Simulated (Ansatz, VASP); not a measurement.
**One calculation of C, two programs**

```
CELL_PARAMETERS angstrom
0.00000 1.78012 1.78012
1.78012 0.00000 1.78012
1.78012 1.78012 0.00000
ATOMIC_POSITIONS crystal
C 0.00000 0.00000 0.00000
C 0.25000 0.25000 0.25000
```

Alike in both runs: task single point; functional PBE-based screened hybrid; k mesh 6 × 6 × 6; no spin polarisation.

```csv
,VASP,Ansatz
version,VASP 6.6.1,Ansatz 0.2.0
potentials or method,"VASP PAW PBE potentials, release 64 (C)",plane waves
plane-wave cutoff (eV),520,420
occupations,"gaussian, width 0.01 eV",fixed
valence electrons in the cell,8,8
```

```csv
,VASP,Ansatz,Ansatz less VASP
gap on the k mesh at the Fermi level (eV),5.68,5.69,+0.009
pressure (GPa),-9.7,-10.8,-1.04
```

VASP's potentials were made for PBE, not for PBE-based screened hybrid. Ansatz's warnings: stress exchange threshold loose, stress scf threshold loose.

The k mesh is coarse, so the values compare programs but aren't converged.
